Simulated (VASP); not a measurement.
Runs of VASP 6.6.1 on GaCo. The structure is that of space group P4/mmm (No. 123), or close to it. The cells are those of the table. 

```csv
cell,further INCAR settings,gap on the mesh (eV),pressure (GPa)
"a = 2.519, b = 2.519, c = 3.778 Å, 2 atoms",ALGO = Fast; EDIFF = 1e-06; NBANDS = 18,none,(c)
"a = 3.044, b = 3.044, c = 2.587 Å, 2 atoms",ALGO = Fast; EDIFF = 1e-06; NBANDS = 18,none,-5.7
"a = 2.793, b = 2.793, c = 3.072 Å, 2 atoms",ALGO = Fast; EDIFF = 1e-06; NBANDS = 18,none,-7.7
"a = 3.236, b = 3.236, c = 2.288 Å, 2 atoms",ALGO = Fast; EDIFF = 1e-06; NBANDS = 18,none,(b)
"a = 3.132, b = 3.132, c = 2.443 Å, 2 atoms",ALGO = Fast; EDIFF = 1e-06; NBANDS = 18,none,(a)
"a = 2.569, b = 2.569, c = 3.632 Å, 2 atoms",ALGO = Fast; EDIFF = 1e-06; NBANDS = 18,none,-4.7
"a = 2.713, b = 2.713, c = 3.256 Å, 2 atoms",ALGO = Fast; EDIFF = 1e-07; NBANDS = 18,none,-6.8
"a = 3.328, b = 3.328, c = 2.163 Å, 2 atoms",ALGO = Fast; EDIFF = 1e-07; NBANDS = 18,none,17.3
"a = 2.642, b = 2.642, c = 3.434 Å, 2 atoms",ALGO = Fast; EDIFF = 1e-07; NBANDS = 18,none,-5.8
```

Alike in all rows: task single point; level PBEsol; potentials or basis VASP PAW PBE potentials, release 64 (Ga_d, Co); no spin polarisation; k mesh 18 × 18 × 18; cutoff (eV) 520; smearing gaussian 0.15 eV.

Question: Fill in the values left out.

Answer: (a) -1.2; (b) 6.7; (c) -2.9.

Caveats: the PAW data sets were made with another functional, which shifts forces and pressure a little.

A k mesh can miss the band edges, and the runs leave out spin-orbit coupling on Ga.

A gap of «none» marks levels without a gap at the run's occupations.
